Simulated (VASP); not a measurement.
# GaP (F-43m) in VASP: a series of runs, part 2 of 2

VASP 6.6.1. The steps go on from the part before.

## 3. Single point, LDA, non-collinear spin, zero start, spin-orbit coupling

This run uses another cell than the first one, of 19.43 Å³/atom, 0.960 times its volume.

File INCAR:

```
ALGO     = Normal         # electronic algorithm
EDIFF    = 1E-6           # SCF threshold, eV
ENCUT    = 520            # plane-wave cutoff, eV
GGA      = CA             # functional
GGA_COMPAT= F            
ISIF     = 2              # what is computed and relaxed
ISMEAR   = -1             # smearing method
LASPH    = T              # aspherical terms in the spheres
LCHARG   = F              # write CHGCAR
LORBIT   = 11             # projections on sites
LORBMOM  = T            
LREAL    = F              # projectors in reciprocal space
LSORBIT  = T              # spin-orbit coupling
LWAVE    = F              # write WAVECAR
MAGMOM   = 0 0 0 0 0 0    # initial moments
NBANDS   = 30             # bands
NELM     = 150            # most SCF steps
PREC     = Accurate       # precision mode
SIGMA    = 0.05           # smearing width, eV
```

File KPOINTS:

```
k-points
0
Gamma
  8 8 8
```

File POSCAR:

```
GaP
1.0
    0.0000000000      2.6884177822      2.6884177822
    2.6884177822      0.0000000000      2.6884177822
    2.6884177822      2.6884177822      0.0000000000
Ga P
1 1
Direct
    0.0000000000      0.0000000000      0.0000000000
    0.7500000000      0.7500000000      0.7500000000
```

Potentials or basis: VASP PAW LDA potentials, release 64 (Ga_d, P).

Started as:

```
$ cat potpaw_LDA.64/Ga_d/POTCAR potpaw_LDA.64/P/POTCAR > POTCAR
$ mpirun -np 1 vasp_ncl > vasp.out
```

OUTCAR:

```text
EDIFF = 1E-6
   ENCUT = 520
   GGA = CA
   ISIF = 2
   ISMEAR = -1
   LASPH = T
   LORBIT = 11
   LREAL = F
   LSORBIT = T
   NELM = 150
   PREC = Accurate

 ion  position               nearest neighbor table
   1  0.000  0.000  0.000-   2 2.33   2 2.33   2 2.33   2 2.33
   2  0.750  0.750  0.750-   1 2.33   1 2.33   1 2.33   1 2.33

  LATTYP: Found a face centered cubic cell.
 ALAT       =     5.3768355644

  Lattice vectors:

 A1 = (   0.0000000000,   2.6884177822,   2.6884177822)
 A2 = (   2.6884177822,   0.0000000000,   2.6884177822)
 A3 = (   2.6884177822,   2.6884177822,   0.0000000000)

Analysis of symmetry for initial positions (statically):
[... 5 lines left out ...]
 face centered cubic supercell.

 Subroutine GETGRP returns: Found 24 space group operations
 (whereof 24 operations were pure point group operations)
 out of a pool of 48 trial point group operations.

The static configuration has the point symmetry T_d .

Analysis of symmetry for dynamics (positions and initial velocities):
[... 5 lines left out ...]
 face centered cubic supercell.

 Subroutine GETGRP returns: Found 24 space group operations
 (whereof 24 operations were pure point group operations)
 out of a pool of 48 trial point group operations.

The dynamic configuration has the point symmetry T_d .

Analysis of structural, dynamic, and magnetic symmetry:
=====================================================================
 Subroutine PRICEL returns:
 Original cell was already a primitive cell.

 Routine SETGRP: Setting up the symmetry group for a
 face centered cubic supercell.

 Subroutine GETGRP returns: Found 24 space group operations
 (whereof 24 operations were pure point group operations)
 out of a pool of 48 trial point group operations.

The overall configuration has the point symmetry T_d .

 Subroutine INISYM returns: Found 24 space group operations
 (whereof 24 operations are pure point group operations),
 and found     1 'primitive' translations

[... 982 lines left out ...]
  2         0.000   0.000   0.000
 ----------------------------------------
           -0.000  -0.000  -0.000

 orbital moment (y)

 # of ion     p       d       tot
 ----------------------------------------
  1        -0.000   0.000   0.000
  2        -0.000   0.000  -0.000
 ----------------------------------------
           -0.000   0.000  -0.000

 orbital moment (z)

 # of ion     p       d       tot
 ----------------------------------------
  1         0.000  -0.000  -0.000
  2         0.000   0.000   0.000
 ----------------------------------------
            0.000  -0.000  -0.000

 Spin-Orbit-Coupling matrix elements

 Ion:    1  E_soc:     -0.0125369
 l=   1
     0.0000000    -0.0012138    -0.0012138
    -0.0012138     0.0000000    -0.0012138
    -0.0012138    -0.0012138     0.0000000
 l=   2
     0.0000000    -0.0001788     0.0000000    -0.0001788    -0.0006970
    -0.0001788     0.0000000    -0.0005227    -0.0001788    -0.0001742
     0.0000000    -0.0005227     0.0000000    -0.0005227     0.0000000
    -0.0001788    -0.0001788    -0.0005227     0.0000000    -0.0001742
    -0.0006970    -0.0001742     0.0000000    -0.0001742     0.0000000
 l=   3
     0.0000000     0.0000000     0.0000000     0.0000000     0.0000000     0.0000000     0.0000000
     0.0000000     0.0000000     0.0000000     0.0000000     0.0000000     0.0000000     0.0000000
     0.0000000     0.0000000     0.0000000     0.0000000     0.0000000     0.0000000     0.0000000
     0.0000000     0.0000000     0.0000000     0.0000000     0.0000000     0.0000000     0.0000000
     0.0000000     0.0000000     0.0000000     0.0000000     0.0000000     0.0000000     0.0000000
     0.0000000     0.0000000     0.0000000     0.0000000     0.0000000     0.0000000     0.0000000
     0.0000000     0.0000000     0.0000000     0.0000000     0.0000000     0.0000000     0.0000000

 Ion:    2  E_soc:     -0.0009430
 l=   1
     0.0000000    -0.0001572    -0.0001572
    -0.0001572     0.0000000    -0.0001572
    -0.0001572    -0.0001572     0.0000000
 l=   2
     0.0000000     0.0000000     0.0000000     0.0000000     0.0000000
     0.0000000     0.0000000     0.0000000     0.0000000     0.0000000
     0.0000000     0.0000000     0.0000000     0.0000000     0.0000000
     0.0000000     0.0000000     0.0000000     0.0000000     0.0000000
     0.0000000     0.0000000     0.0000000     0.0000000     0.0000000
 l=   3
     0.0000000     0.0000000     0.0000000     0.0000000     0.0000000     0.0000000     0.0000000
     0.0000000     0.0000000     0.0000000     0.0000000     0.0000000     0.0000000     0.0000000
     0.0000000     0.0000000     0.0000000     0.0000000     0.0000000     0.0000000     0.0000000
     0.0000000     0.0000000     0.0000000     0.0000000     0.0000000     0.0000000     0.0000000
     0.0000000     0.0000000     0.0000000     0.0000000     0.0000000     0.0000000     0.0000000
     0.0000000     0.0000000     0.0000000     0.0000000     0.0000000     0.0000000     0.0000000
     0.0000000     0.0000000     0.0000000     0.0000000     0.0000000     0.0000000     0.0000000

 total charge

# of ion       s       p       d       tot
------------------------------------------
    1        0.878   0.905  10.019  11.802
    2        1.022   1.540   0.000   2.562
--------------------------------------------------
tot          1.900   2.445  10.019  14.364

 magnetization (x)

# of ion       s       p       d       tot
------------------------------------------
    1       -0.000   0.000  -0.000  -0.000
    2        0.000   0.000   0.000   0.000
--------------------------------------------------
tot         -0.000   0.000  -0.000   0.000

 magnetization (y)

# of ion       s       p       d       tot
------------------------------------------
    1        0.000  -0.000  -0.000  -0.000
    2        0.000   0.000   0.000   0.000
--------------------------------------------------
tot          0.000   0.000  -0.000   0.000

 magnetization (z)

# of ion       s       p       d       tot
------------------------------------------
    1        0.000  -0.000  -0.000  -0.000
    2       -0.000   0.000   0.000   0.000
--------------------------------------------------
tot          0.000   0.000  -0.000   0.000
```

OSZICAR:

```text
N       E                     dE             d eps       ncg     rms          rms(c)
DAV:   1     0.133854571572E+03    0.13385E+03   -0.83157E+03  2890   0.178E+03
DAV:   2     0.743649131957E+01   -0.12642E+03   -0.11879E+03  2678   0.466E+02
DAV:   3    -0.101423000725E+02   -0.17579E+02   -0.17319E+02  3052   0.119E+02
DAV:   4    -0.107800457053E+02   -0.63775E+00   -0.63640E+00  3166   0.245E+01
DAV:   5    -0.107938434597E+02   -0.13798E-01   -0.13794E-01  3130   0.342E+00    0.457E+00
DAV:   6    -0.105102124718E+02    0.28363E+00   -0.32296E-01  3868   0.115E+01    0.278E+00
DAV:   7    -0.104609747215E+02    0.49238E-01   -0.14593E-01  3160   0.279E+00    0.112E+00
DAV:   8    -0.104567450742E+02    0.42296E-02   -0.22127E-02  3344   0.235E+00    0.276E-01
DAV:   9    -0.104564721509E+02    0.27292E-03   -0.23899E-03  3806   0.997E-01    0.125E-01
DAV:  10    -0.104564982261E+02   -0.26075E-04   -0.29221E-04  4102   0.202E-01    0.304E-02
DAV:  11    -0.104564939462E+02    0.42798E-05   -0.59552E-05  3634   0.138E-01    0.132E-02
DAV:  12    -0.104564968748E+02   -0.29286E-05   -0.70665E-06  2902   0.261E-02    0.842E-03
DAV:  13    -0.104564968225E+02    0.52278E-07   -0.32444E-07  1882   0.725E-03
   1 F= -.10456497E+02 E0= -.10456497E+02  d E =-.240207E-07  mag=    -0.0000     0.0000    -0.0000
```

Wall time 43 s (1 thread of Intel Xeon 6975P-C (Granite Rapids), shared host); peak memory 0.24 GiB.

Results:

```yaml
Free_energy: -10.4565 eV
Pressure: 0.7 GPa
Net_moment: 0.00 μB per cell
Valence_electrons_inside_the_program's_atomic_spheres: Ga 11.80; P 2.56
```

Moments on the atoms (μB; x, y, z):
```
Ga  0.00 0.00 0.00
P   0.00 0.00 0.00
```

## 4. Single point, LDA, non-collinear spin, zero start, spin-orbit coupling

This run uses another cell than the first one, of 19.84 Å³/atom, 0.980 times its volume.

File INCAR:

```
  PREC = Accurate
  ENCUT = 520
  EDIFF = 1E-6
  ISMEAR = -1
  SIGMA = 0.05
  LREAL = F
  LASPH = T
  NELM = 150
  ALGO = Normal
  ISIF = 2
  LWAVE = F
  LCHARG = F
  MAGMOM = 0 0 0 0 0 0
  LORBIT = 11
  LSORBIT = T
  GGA_COMPAT = F
  LORBMOM = T
  NBANDS = 30
```

File KPOINTS:

```
Automatic mesh
0
Gamma
  8 8 8
```

File POSCAR:

```
GaP
1.0
    0.0000000000      2.7069591804      2.7069591804
    2.7069591804      0.0000000000      2.7069591804
    2.7069591804      2.7069591804      0.0000000000
Ga P
1 1
Direct
    0.0000000000      0.0000000000      0.0000000000
    0.7500000000      0.7500000000      0.7500000000
```

Started as:

```
$ cat potpaw_LDA.64/Ga_d/POTCAR potpaw_LDA.64/P/POTCAR > POTCAR
$ mpirun -np 1 vasp_ncl > vasp.out
```

Run time: 45 s. Hardware: 1 thread of Intel Xeon 6975P-C (Granite Rapids), shared host; peak memory 0.25 GiB.

It converged, with:

```
Free energy                                           : -10.4561 eV
Pressure                                              : -1.1 GPa
Net moment                                            : 0.00 μB per cell
Valence electrons inside the program's atomic spheres : Ga 11.77; P 2.55
```

Moments on the atoms (μB; x, y, z):
```
Ga  0.00 0.00 0.00
P   0.00 0.00 0.00
```

## 5. Overview

```csv
level,potentials or basis,spin,cell,k mesh,pressure (GPa),moment (μB)
PBE,"VASP PAW PBE potentials, release 64 (Ga_d, P)",off,"a = 3.854 Å, angles 60.0°, 2 atoms",4 × 4 × 4,2.8,-
LDA,"VASP PAW LDA potentials, release 64 (Ga_d, P)","non-collinear, zero start, SOC","a = 3.802 Å, angles 60.0°, 2 atoms",8 × 8 × 8,0.7,0.00
LDA,"VASP PAW LDA potentials, release 64 (Ga_d, P)","non-collinear, zero start, SOC","a = 3.828 Å, angles 60.0°, 2 atoms",8 × 8 × 8,-1.1,0.00
```

Alike in all rows: task single point; cutoff (eV) 520; smearing fermi-dirac 0.05 eV.

Caveats: some runs use coarse meshes.

Total energies depend on the potentials used, so only differences within one code and one set of settings carry meaning.
